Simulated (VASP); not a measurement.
# MgO (F-43m) in VASP: notebook, part 2 of 2

VASP 6.6.1.

### 3 Single point, r2SCAN

The input, POSCAR:

```
MgO
1.0
    0.0000000000      2.2820056624      2.2820056624
    2.2820056624      0.0000000000      2.2820056624
    2.2820056624      2.2820056624      0.0000000000
Mg O
1 1
Direct
    0.0000000000      0.0000000000      0.0000000000
    0.2500000000      0.2500000000      0.2500000000
```

The input, INCAR.step1:

```
PREC = Accurate ; ENCUT = 520
ISMEAR = 0 ; SIGMA = 0.05
LREAL = F ; LASPH = T
NELM = 100 ; NBANDS = 11
GGA = PE ; ALGO = Normal
EDIFF = 1E-4 ; LWAVE = T
LCHARG = F
```

The input, INCAR.step2:

```
PREC = Accurate ; ENCUT = 520
EDIFF = 1E-6 ; ISMEAR = 0
SIGMA = 0.05 ; LREAL = F
LASPH = T ; NELM = 100
ALGO = Normal ; ISIF = 2
LWAVE = F ; LCHARG = F
METAGGA = R2SCAN ; LMIXTAU = T
NBANDS = 11 ; ISTART = 1
```

The input, KPOINTS:

```
Automatic mesh
0
Gamma
  6 6 6
```

Potentials or basis: VASP PAW PBE potentials, release 64 (Mg, O).

Run with:

```bash
$ cat potpaw_PBE.64/Mg/POTCAR potpaw_PBE.64/O/POTCAR > POTCAR
$ cp INCAR.step1 INCAR
$ mpirun -np 1 vasp_std > vasp.out
$ cp INCAR.step2 INCAR
$ mpirun -np 1 vasp_std > vasp.out
```

OUTCAR:

```text
PREC = Accurate
   ENCUT = 520
   EDIFF = 1E-6
   ISMEAR = 0
   LREAL = F
   LASPH = T
   NELM = 100
   ISIF = 2
   METAGGA = R2SCAN
   ISTART = 1

 ion  position               nearest neighbor table
   1  0.000  0.000  0.000-   2 1.98   2 1.98   2 1.98   2 1.98
   2  0.250  0.250  0.250-   1 1.98   1 1.98   1 1.98   1 1.98

  LATTYP: Found a face centered cubic cell.
 ALAT       =     4.5640113248

  Lattice vectors:
[... 398 lines left out ...]
     10      24.4868      0.00000
     11      25.3980      0.00000

------------------------ aborting loop because EDIFF is reached ----------------------------------------

  FORCE on cell =-STRESS in cart. coord.  units (eV):
  Direction    XX          YY          ZZ          XY          YZ          ZX
  --------------------------------------------------------------------------------------
  -------------------------------------------------------------------------------------
  Total       -0.0818110     -0.0818110     -0.0818110      0.0000000      0.0000000      0.0000000
  in kB       -5.5149557     -5.5149557     -5.5149557      0.0000000      0.0000000      0.0000000
  external PRESSURE =      -5.5149557 kB  Pullay stress =       0.0000000 kB

 VOLUME and BASIS-vectors are now :
 -----------------------------------------------------------------------------
  energy-cutoff  :      520.00
  volume of cell :       23.77
      direct lattice vectors                 reciprocal lattice vectors
     0.000000000  2.282005662  2.282005662    -0.219105504  0.219105504  0.219105504
     2.282005662  0.000000000  2.282005662     0.219105504 -0.219105504  0.219105504
     2.282005662  2.282005662  0.000000000     0.219105504  0.219105504 -0.219105504

 POSITION                                       TOTAL-FORCE (eV/Angst)
 -----------------------------------------------------------------------------------
      0.00000      0.00000      0.00000        -0.000000      0.000000      0.000000
      1.14100      1.14100      1.14100         0.000000     -0.000000     -0.000000
 -----------------------------------------------------------------------------------
    total drift:                                0.000003      0.000003      0.000003

  FREE ENERGIE OF THE ION-ELECTRON SYSTEM (eV)
  ---------------------------------------------------
  free  energy   TOTEN  =       -15.8537399120 eV

  energy  without entropy=      -15.8537399120  energy(sigma->0) =      -15.85373991
```

Wall time 22 s (1 thread of Intel Xeon Platinum 8259CL at 2.50GHz (Skylake/Cascade Lake), shared host); peak memory 0.14 GiB.

What came out:

```
Free energy            : -15.8537 eV
Pressure               : -0.6 GPa
Band gap on the k mesh : 4.32 eV, direct
```

Caveat: the PAW data sets were made with another functional, which shifts forces and pressure a little. r2SCAN opens gaps a little over a GGA but as a rule still falls short of measured ones.

### 4 Single point, r2SCAN+rVV10

POSCAR is that of step 3.

The input, INCAR.step1:

```
ALGO = Normal
EDIFF = 1E-4
ENCUT = 520
GGA = PE
ISMEAR = 0
LASPH = T
LCHARG = F
LREAL = F
LWAVE = T
NBANDS = 11
NELM = 60
PREC = Accurate
SIGMA = 0.01
```

The input, INCAR.step2:

```
ALGO = Normal
BPARAM = 11.95
CPARAM = 0.0093
EDIFF = 1E-6
ENCUT = 520
ISIF = 2
ISMEAR = 0
ISTART = 1
IVDW_NL = 2
LASPH = T
LCHARG = F
LMIXTAU = T
LREAL = F
LUSE_VDW = T
LWAVE = F
METAGGA = R2SCAN
NBANDS = 11
NELM = 60
PREC = Accurate
SIGMA = 0.01
```

The input, KPOINTS:

```
k-points
0
Gamma
  6 6 6
```

Run with:

```bash
$ cat potpaw_PBE.64/Mg/POTCAR potpaw_PBE.64/O/POTCAR > POTCAR
$ cp INCAR.step1 INCAR
$ mpirun -np 1 vasp_std > vasp.out
$ cp INCAR.step2 INCAR
$ mpirun -np 1 vasp_std > vasp.out
```

Run time: 51 s. Hardware: 1 thread of Intel Xeon Platinum 8259CL at 2.50GHz (Skylake/Cascade Lake), shared host; peak memory 0.21 GiB.

The run converged. Its results:

```
Free energy            : -15.5417 eV
Pressure               : -1.3 GPa
Band gap on the k mesh : 4.26 eV, direct
```

Levels at points of the mesh, in eV from the valence-band top:
```csv
k point,band 2,band 3,band 4,band 5,band 6,band 7
"(0.00, 0.00, 0.00)",0.00,0.00,0.00,4.26,17.88,17.88
"(0.50, 0.00, 0.00)",-3.03,-0.18,-0.18,9.57,10.48,15.50
"(0.50, 0.50, 0.00)",-2.52,-0.75,-0.75,6.88,12.42,15.29
```

Caveat: the PAW data sets were made with another functional, which shifts forces and pressure a little. r2SCAN opens gaps a little over a GGA but as a rule still falls short of measured ones.

### 5 Single point, r2SCAN

POSCAR is that of step 4.

The input, INCAR.step1:

```
PREC     = Accurate       # precision mode
ENCUT    = 520            # plane-wave cutoff, eV
ISMEAR   = 0              # smearing method
SIGMA    = 0.5            # smearing width, eV
LREAL    = False          # projectors in reciprocal space
LASPH    = True           # aspherical terms in the spheres
NELM     = 100            # most SCF steps
NBANDS   = 11             # bands
GGA      = PE             # functional
ALGO     = Normal         # electronic algorithm
EDIFF    = 1E-4           # SCF threshold, eV
LWAVE    = True           # write WAVECAR
LCHARG   = False          # write CHGCAR
```

The input, INCAR.step2:

```
PREC     = Accurate       # precision mode
ENCUT    = 520            # plane-wave cutoff, eV
EDIFF    = 1E-6           # SCF threshold, eV
ISMEAR   = 0              # smearing method
SIGMA    = 0.5            # smearing width, eV
LREAL    = False          # projectors in reciprocal space
LASPH    = True           # aspherical terms in the spheres
NELM     = 100            # most SCF steps
ALGO     = Normal         # electronic algorithm
ISIF     = 2              # what is computed and relaxed
LWAVE    = False          # write WAVECAR
LCHARG   = False          # write CHGCAR
METAGGA  = R2SCAN         # meta-GGA
LMIXTAU  = True         
NBANDS   = 11             # bands
ISTART   = 1
```

The input, KPOINTS:

```
Automatic mesh
0
Gamma
  6 6 6
```

Run with:

```bash
$ cat potpaw_PBE.64/Mg/POTCAR potpaw_PBE.64/O/POTCAR > POTCAR
$ cp INCAR.step1 INCAR
$ mpirun -np 1 vasp_std > vasp.out
$ cp INCAR.step2 INCAR
$ mpirun -np 1 vasp_std > vasp.out
```

Wall time 19 s (1 thread of Intel Xeon Platinum 8259CL at 2.50GHz (Skylake/Cascade Lake), shared host); peak memory 0.14 GiB.

Results (log left out):

```
Free energy            : -15.8537 eV
Pressure               : -0.6 GPa
Band gap on the k mesh : 4.32 eV, direct
```

Levels at points of the mesh, in eV from the valence-band top:
```
           k point  band 2  band 3  band 4  band 5  band 6  band 7
(0.00, 0.00, 0.00)    0.00    0.00    0.00    4.32   17.92   17.92
(0.50, 0.00, 0.00)   -3.02   -0.18   -0.18    9.63   10.54   15.54
(0.50, 0.50, 0.00)   -2.50   -0.75   -0.75    6.94   12.48   15.32
```

Caveat: the PAW data sets were made with another functional, which shifts forces and pressure a little. r2SCAN opens gaps a little over a GGA but as a rule still falls short of measured ones.

### 6 Overview

| level | smearing | gap on the mesh (eV) | pressure (GPa) |
| --- | --- | --- | --- |
| r2SCAN+D3(BJ) | gaussian 0.01 eV | 4.32 | -2.0 |
| r2SCAN | gaussian 0.05 eV | 4.32 | -0.6 |
| r2SCAN+rVV10 | gaussian 0.01 eV | 4.26 | -1.3 |
| r2SCAN | gaussian 0.5 eV | 4.32 | -0.6 |

Alike in all rows: task single point; potentials or basis VASP PAW PBE potentials, release 64 (Mg, O); no spin polarisation; cell as given; k mesh 6 × 6 × 6; cutoff (eV) 520.

On the cell as given the gap runs from 4.26 eV (r2SCAN+rVV10) to 4.32 eV (r2SCAN+D3(BJ)). The pressure there spans -2.0 GPa (r2SCAN+D3(BJ)) to -0.6 GPa (r2SCAN); a positive pressure means that this level wants a larger cell, a negative one a smaller.

Caveats: the PAW data sets were made with another functional, which shifts forces and pressure a little.

Absolute energies hang on the potentials; compare differences alone.
